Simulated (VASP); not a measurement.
# InSe (R3m) in VASP: single point with PBE

Aim: the single point of InSe with PBE.

All numbers are computed with VASP 6.6.1; they aren't measurements. Logs are shortened: lines on timing, memory, paths and dates and some standing lists are left out, and cuts for length are marked.

## 1. The cell of the first run

It takes space group R3m (No. 160, trigonal). Conventional cell: a = 4.047 Å, b = 4.047 Å, c = 25.826 Å, α = 90.00°, β = 90.00°, γ = 120.00°. In (site symmetry 3m) has 3 Se at 2.65 Å and 1 In at 2.80 Å within 3.5 Å. In (site symmetry 3m) has 3 Se at 2.65 Å and 1 In at 2.80 Å within 3.5 Å. Within 3.5 Å of Se (site symmetry 3m) lie 3 In at 2.65 Å. Within 3.5 Å of Se (site symmetry 3m) lie 3 In at 2.65 Å.

## 2. Single point, PBE

INCAR reads:

```
SYSTEM = InSe
  PREC = Accurate
  ENCUT = 500
  EDIFF = 1E-6
  ISMEAR = 0
  SIGMA = 0.1
  LREAL = .False.
  LASPH = .True.
  NELM = 120
  ALGO = Normal
  ISIF = 2
  LWAVE = .False.
  LCHARG = .False.
  GGA = PE
  NBANDS = 27
  GGA_COMPAT = .False.
```

KPOINTS reads:

```
Automatic mesh
0
Gamma
  6 6 6
  0 0 0
```

POSCAR reads:

```
InSe
1.0
    2.0233426100      1.1681773700      8.6085243200
   -2.0233426100      1.1681773700      8.6085243200
    0.0000000000     -2.3363547300      8.6085243200
In Se
2 2
Direct
    0.1103465100      0.1103465100      0.1103465100
    0.0018301300      0.0018301300      0.0018301300
    0.6197097900      0.6197097900      0.6197097900
    0.8258115600      0.8258115600      0.8258115600
```

Potentials or basis: VASP PAW PBE potentials, release 64 (In_d, Se).

On the command line:

```
$ cat potpaw_PBE.64/In_d/POTCAR potpaw_PBE.64/Se/POTCAR > POTCAR
$ mpirun -np 1 vasp_std > vasp.out
```

OUTCAR:

```text
SYSTEM = InSe
   PREC = Accurate
   ENCUT = 500
   EDIFF = 1E-6
   ISMEAR = 0
   LREAL = .False.
   LASPH = .True.
   NELM = 120
   ISIF = 2
   GGA = PE

 ion  position               nearest neighbor table
   1  0.110  0.110  0.110-   4 2.65   4 2.65   4 2.65   2 2.80
   2  0.002  0.002  0.002-   3 2.65   3 2.65   3 2.65   1 2.80
   3  0.620  0.620  0.620-   2 2.65   2 2.65   2 2.65
   4  0.826  0.826  0.826-   1 2.65   1 2.65   1 2.65

  LATTYP: Found a trigonal (rhomboedric) cell.
 ALAT       =     8.9199352382
 COS(alpha) =     0.8970928743

  Lattice vectors:

 A1 = (   2.0233426100,   1.1681773700,   8.6085243200)
 A2 = (  -2.0233426100,   1.1681773700,   8.6085243200)
 A3 = (   0.0000000000,  -2.3363547300,   8.6085243200)

Analysis of symmetry for initial positions (statically):
=====================================================================
 Subroutine PRICEL returns:
 Original cell was already a primitive cell.

 Routine SETGRP: Setting up the symmetry group for a
 trigonal (rhombohedral) supercell.

 Subroutine GETGRP returns: Found  6 space group operations
 (whereof  6 operations were pure point group operations)
 out of a pool of 12 trial point group operations.

The static configuration has the point symmetry C_3v.

Analysis of symmetry for dynamics (positions and initial velocities):
=====================================================================
 Subroutine PRICEL returns:
 Original cell was already a primitive cell.

 Routine SETGRP: Setting up the symmetry group for a
 trigonal (rhombohedral) supercell.

 Subroutine GETGRP returns: Found  6 space group operations
 (whereof  6 operations were pure point group operations)
 out of a pool of 12 trial point group operations.

The dynamic configuration has the point symmetry C_3v.

 Subroutine INISYM returns: Found  6 space group operations
 (whereof  6 operations are pure point group operations),
 and found     1 'primitive' translations

----------------------------------------------------------------------------------------

                                     Primitive cell

  volume of cell :     122.0838

  direct lattice vectors                    reciprocal lattice vectors
     2.023342610  1.168177370  8.608524320     0.247115836  0.142672398  0.038721309
    -2.023342610  1.168177370  8.608524320    -0.247115836  0.142672398  0.038721309
     0.000000000 -2.336354730  8.608524320     0.000000000 -0.285344797  0.038721309

  length of vectors
     8.919935238  8.919935238  8.919935224     0.287960048  0.287960048  0.287960054

  position of ions in fractional coordinates (direct lattice)
     0.110346510  0.110346510  0.110346510
     0.001830130  0.001830130  0.001830130
     0.619709790  0.619709790  0.619709790
     0.825811560  0.825811560  0.825811560

  ion indices of the primitive-cell ions
   primitive index   ion index
                 1           1
                 2           2
                 3           3
                 4           4

----------------------------------------------------------------------------------------

 KPOINTS: Automatic mesh

Automatic generation of k-mesh.
 Grid dimensions read from file:
 generate k-points for:    6    6    6

 Generating k-lattice:

  Cartesian coordinates                     Fractional coordinates (reciprocal lattice)
     0.041185973  0.023778733  0.006453552     0.166666667 -0.000000000  0.000000000
    -0.041185973  0.023778733  0.006453552    -0.000000000  0.166666667  0.000000000
     0.000000000 -0.047557466  0.006453552     0.000000000  0.000000000  0.166666667

  Length of vectors
     0.047993341  0.047993341  0.047993342

  Shift w.r.t. Gamma in fractional coordinates (k-lattice)
     0.000000000  0.000000000  0.000000000

 Subroutine IBZKPT returns following result:
 ===========================================

 Found     32 irreducible k-points:

 Following reciprocal coordinates:
            Coordinates               Weight
  0.000000  0.000000  0.000000      1.000000
  0.166667 -0.000000 -0.000000      6.000000
  0.333333  0.000000 -0.000000      6.000000
  0.500000  0.000000 -0.000000      3.000000
  0.166667  0.166667 -0.000000      6.000000
  0.333333  0.166667  0.000000     12.000000
[... 16 lines left out ...]
  0.500000  0.500000  0.166667      6.000000
 -0.333333  0.500000  0.166667     12.000000
 [... further k-points ...]
   k-points           NKPTS =     32   k-points in BZ     NKDIM =     32   number of bands    NBANDS=     27
   number of dos      NEDOS =    301   number of ions     NIONS =      4
   total plane-waves  NPLWV = 343000
   dimension x,y,z NGX =    70 NGY =   70 NGZ =   70
   dimension x,y,z NGXF=   140 NGYF=  140 NGZF=  140
   ions per type =               2   2
   NGX,Y,Z   is equivalent  to a cutoff of  13.05, 13.05, 13.05 a.u.
   NGXF,Y,Z  is equivalent  to a cutoff of  26.09, 26.09, 26.09 a.u.
 SYSTEM =  InSe
   PREC   = accura    normal or accurate (medium, high low for compatibility)
   ISTART =      0    job   : 0-new  1-cont  2-samecut
   ICHARG =      2    charge: 1-file 2-atom 10-const
   ISPIN  =      1    spin polarized calculation?
   LNONCOLLINEAR =      F non collinear calculations
   LSORBIT =      F    spin-orbit coupling
   LASPH  =      T    aspherical Exc in radial PAW
   ENCUT  =  500.0 eV  36.75 Ry    6.06 a.u.  16.26 16.26 16.26*2*pi/ulx,y,z
   NELM   =    120;   NELMIN=  2; NELMDL= -5     # of ELM steps
   EDIFF  = 0.1E-05   stopping-criterion for ELM
   LREAL  =      F    real-space projection
   EDIFFG = 0.1E-04   stopping-criterion for IOM
   NSW    =      0    number of steps for IOM
   IBRION =     -1    ionic relax: 0-MD 1-quasi-New 2-CG
   NFREE  =      0    steps in history (QN), initial steepest desc. (CG)
   ISIF   =      2    stress and relaxation
   ISYM   =      2    0-nonsym 1-usesym 2-fastsym
   POTIM  = 0.5000    time-step for ionic-motion
   TEBEG  =    0.0;   TEEND  =   0.0 temperature during run
   PSTRESS=    0.0 pullay stress
   NELECT =      38.0000    total number of electrons
   NUPDOWN=      -1.0000    fix difference up-down
   EMIN   =  10.00;   EMAX   =-10.00  energy-range for DOS
   EFERMI =   0.00;   METHOD = LEGACY
   ISMEAR =     0;   SIGMA  =   0.10  broadening in eV -4-tet -1-fermi 0-gaus
   EFERMI_NEDOS =   21; number of points for ismear=-14 and -15
   IALGO  =     38    algorithm
   IMIX   =      4    mixing-type and parameters
     AMIX     =   0.40;   BMIX     =  1.00
     AMIX_MAG =   1.60;   BMIX_MAG =  1.00
  volume/ion in A,a.u.               =      30.52       205.97
  Fermi-wavevector in a.u.,A,eV,Ry     =   1.109473  2.096599 16.747816  1.230930
  Thomas-Fermi vector in A             =   2.246013
   LORBIT       =      0    0 simple, 1 ext, 2 COOP (PROOUT), +10 PAW based schemes
   GGA     = PE    functional components
   LHFCALC =     F    Hartree Fock is set to
   AEXX    =    0.0000 exact exchange contribution
   IVDW    =     0    specifies the selected vdW correction
   LEPSILON=     F    determine dielectric tensor
   LRPA    =     F    only Hartree local field effects (RPA)
 non-spin polarized calculation
 Gauss-broadening in eV      SIGMA  =   0.10
  energy-cutoff  :      500.00
  volume of cell :      122.08
 maximum number of plane-waves:      3139
 NGX is ok and might be reduce to    70
   NGX = 33   NGY = 33   NGZ = 33

 number of electron      38.0000000 magnetization

 Free energy of the ion-electron system (eV)
  ---------------------------------------------------
  ext. energy  EPLUGINS =         0.00000000
  ---------------------------------------------------
  free energy    TOTEN  =       -14.18671935 eV

  energy without entropy =      -14.18671383  energy(sigma->0) =      -14.18671659

 E-fermi :   3.8643     XC(G=0):  -8.6811

 val. band max:        3.6510066774   @ k =   0.5000   0.5000   0.5000
 cond. band min:       4.0776621608   @ k =   0.5000   0.5000   0.5000
 fundamental gap:      0.4266554834
 Fermi energy:         3.8643344213

 k-point     1 :       0.0000    0.0000    0.0000
  band No.  band energies     occupation
      1     -11.0733      2.00000
      2     -10.8916      2.00000
      3     -10.8916      2.00000
      4     -10.8117      2.00000
      5     -10.8117      2.00000
      6     -10.7999      2.00000
[... 19 lines left out ...]
     26       9.1314      0.00000
     27      10.8883      0.00000

 k-point     2 :       0.1667   -0.0000   -0.0000
  band No.  band energies     occupation
      1     -11.0786      2.00000
      2     -10.9681      2.00000
      3     -10.9048      2.00000
      4     -10.8880      2.00000
      5     -10.8065      2.00000
      6     -10.7941      2.00000
[... 19 lines left out ...]
     26       9.6804      0.00000
     27      10.3638      0.00000

 k-point     3 :       0.3333    0.0000   -0.0000
  band No.  band energies     occupation
      1     -11.1491      2.00000
      2     -11.0384      2.00000
      3     -11.0124      2.00000
      4     -10.8866      2.00000
      5     -10.8195      2.00000
      6     -10.7591      2.00000
[... 19 lines left out ...]
     26      10.2156      0.00000
     27      10.9630      0.00000

 k-point     4 :       0.5000    0.0000   -0.0000
  band No.  band energies     occupation
      1     -11.1952      2.00000
      2     -11.0917      2.00000
      3     -11.0109      2.00000
      4     -10.8877      2.00000
      5     -10.8258      2.00000
      6     -10.7419      2.00000
[... 19 lines left out ...]
     26      10.1628      0.00000
     27      10.8050      0.00000

 k-point     5 :       0.1667    0.1667   -0.0000
  band No.  band energies     occupation
      1     -11.0785      2.00000
      2     -10.9676      2.00000
      3     -10.9054      2.00000
      4     -10.8881      2.00000
      5     -10.8065      2.00000
      6     -10.7941      2.00000
[... 19 lines left out ...]
     26       9.6514      0.00000
     27      10.4212      0.00000

 k-point     6 :       0.3333    0.1667    0.0000
  band No.  band energies     occupation
      1     -11.1209      2.00000
      2     -11.0115      2.00000
      3     -11.0062      2.00000
      4     -10.8906      2.00000
      5     -10.8109      2.00000
      6     -10.7726      2.00000
[... 444 lines left out ...]
      1     -11.1810      2.00000
      2     -11.0879      2.00000
      3     -11.0111      2.00000
      4     -10.8978      2.00000
      5     -10.8136      2.00000
      6     -10.7528      2.00000
[... 19 lines left out ...]
     26      10.4858      0.00000
     27      11.2176      0.00000

 k-point    22 :      -0.1667    0.3333    0.1667
  band No.  band energies     occupation
      1     -11.1829      2.00000
      2     -11.0856      2.00000
      3     -11.0115      2.00000
      4     -10.8978      2.00000
      5     -10.8136      2.00000
      6     -10.7528      2.00000
[... 19 lines left out ...]
     26      10.7379      0.00000
     27      11.2551      0.00000

 k-point    23 :       0.5000    0.5000    0.1667
  band No.  band energies     occupation
      1     -11.1440      2.00000
      2     -11.0451      2.00000
      3     -11.0109      2.00000
      4     -10.8869      2.00000
      5     -10.8194      2.00000
      6     -10.7590      2.00000
[... 19 lines left out ...]
     26      10.5786      0.00000
     27      10.9408      0.00000

 k-point    24 :      -0.3333    0.5000    0.1667
  band No.  band energies     occupation
      1     -11.1798      2.00000
      2     -11.0892      2.00000
      3     -11.0110      2.00000
      4     -10.8979      2.00000
      5     -10.8136      2.00000
      6     -10.7528      2.00000
[... 19 lines left out ...]
     26      10.7959      0.00000
     27      11.1501      0.00000

 [... further k-points ...]

------------------------ aborting loop because EDIFF is reached ----------------------------------------

  FORCE on cell =-STRESS in cart. coord.  units (eV):
  Direction    XX          YY          ZZ          XY          YZ          ZX
  --------------------------------------------------------------------------------------
  -------------------------------------------------------------------------------------
  Total        1.2739608      1.2739607      1.1620861      0.0000000      0.0000000      0.0000000
  in kB       16.7189296     16.7189286     15.2507330      0.0000000      0.0000000      0.0000000
  external PRESSURE =      16.2295304 kB  Pullay stress =       0.0000000 kB

 VOLUME and BASIS-vectors are now :
 -----------------------------------------------------------------------------
  energy-cutoff  :      500.00
  volume of cell :      122.08
      direct lattice vectors                 reciprocal lattice vectors
     2.023342610  1.168177370  8.608524320     0.247115836  0.142672398  0.038721309
    -2.023342610  1.168177370  8.608524320    -0.247115836  0.142672398  0.038721309
     0.000000000 -2.336354730  8.608524320     0.000000000 -0.285344797  0.038721309

 POSITION                                       TOTAL-FORCE (eV/Angst)
 -----------------------------------------------------------------------------------
      0.00000      0.00000      2.84976         0.000000     -0.000000     -0.136272
      0.00000      0.00000      0.04726         0.000000      0.000000      0.138865
      0.00000      0.00000     16.00436         0.000000     -0.000000     -0.192214
      0.00000      0.00000     21.32706         0.000000      0.000000      0.189620
 -----------------------------------------------------------------------------------
    total drift:                               -0.000000      0.000001      0.000180

  FREE ENERGIE OF THE ION-ELECTRON SYSTEM (eV)
  ---------------------------------------------------
  free  energy   TOTEN  =       -14.1867193492 eV

  energy  without entropy=      -14.1867138338  energy(sigma->0) =      -14.18671659
```

Run time: 15 min. Hardware: 1 thread of AMD EPYC 7R13, shared host; peak memory 0.63 GiB.

Results:

```
Free energy            : -14.1867 eV
Pressure               : 1.6 GPa
Largest force          : 0.192 eV/Å
Band gap on the k mesh : 0.43 eV, direct
```

Forces on the atoms (eV/Å):
```
In   0.000  0.000 -0.136
In   0.000  0.000  0.139
Se   0.000  0.000 -0.192
Se   0.000  0.000  0.190
```

Caveat: spin-orbit coupling is left out, which moves the levels of the heavy elements. A k mesh can miss the band edges.
